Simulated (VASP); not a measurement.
Input of a VASP 6.6.1 run:

INCAR

```
PREC = Accurate
ENCUT = 500
EDIFF = 1E-6
ISMEAR = -1
SIGMA = 0.1
LREAL = F
LASPH = T
NELM = 120
ALGO = Normal
ISIF = 2
LWAVE = F
LCHARG = F
GGA = PE
NBANDS = 12
GGA_COMPAT = F
```

KPOINTS

```
regular mesh
0
Gamma
  7 7 7
```

File POSCAR:

```
NaB
1.0
    0.0000000000      2.6879778734      2.6879778734
    2.6879778734      0.0000000000      2.6879778734
    2.6879778734      2.6879778734      0.0000000000
Na B
1 1
Direct
    0.0000000000      0.0000000000      0.0000000000
    0.5000000000      0.5000000000      0.5000000000
```

Potentials or basis: VASP PAW PBE potentials, release 64 (Na_pv, B).

The run is started by

```sh
$ cat potpaw_PBE.64/Na_pv/POTCAR potpaw_PBE.64/B/POTCAR > POTCAR
$ mpirun -np 1 vasp_std > vasp.out
```

(1) What does it give for the pressure?

(2) Estimate the band gap on the k mesh.

Results:

(1) 0.1 GPa.

(2) zero (bands 5 and 6 overlap by 2.88 eV).
